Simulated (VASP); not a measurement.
A run of VASP 6.6.1:

The input INCAR:

```
SYSTEM = AgCl
ALGO = Normal
EDIFF = 1E-6
ENCUT = 520
GGA = PE
ISIF = 2
ISMEAR = -1
LASPH = .True.
LCHARG = .False.
LREAL = .False.
LWAVE = .False.
NBANDS = 26
NELM = 60
PREC = Accurate
SIGMA = 0.02
```

KPOINTS

```
k-points
0
Gamma
  6 6 4
  0 0 0
```

POSCAR

```
AgCl
1.0
    4.6327359505      0.0000000000      0.0000000000
   -2.3163679753      4.0120670222      0.0000000000
    0.0000000000      0.0000000000      5.8655605197
Ag Cl
2 2
Direct
    0.3333333333      0.6666666667     -0.0622203148
    0.6666666667      0.3333333333      0.4377796852
    0.3333333333      0.6666666667      0.4372203148
    0.6666666667      0.3333333333      0.9372203148
```

Potentials or basis: VASP PAW PBE potentials, release 64 (Ag, Cl).

Command:

```sh
$ cat potpaw_PBE.64/Ag/POTCAR potpaw_PBE.64/Cl/POTCAR > POTCAR
$ mpirun -np 1 vasp_std > vasp.out
```

Hardware: 1 thread of Intel(R) Xeon(R) Platinum 8488C (Sapphire Rapids), on a shared host.

Task: Estimate the wall time of this run.

Result: Run time: 41 s on 1 thread of Intel(R) Xeon(R) Platinum 8488C (Sapphire Rapids), on a shared host, peak memory 0.25 GiB. Counts: scf iterations 14, k points 21.
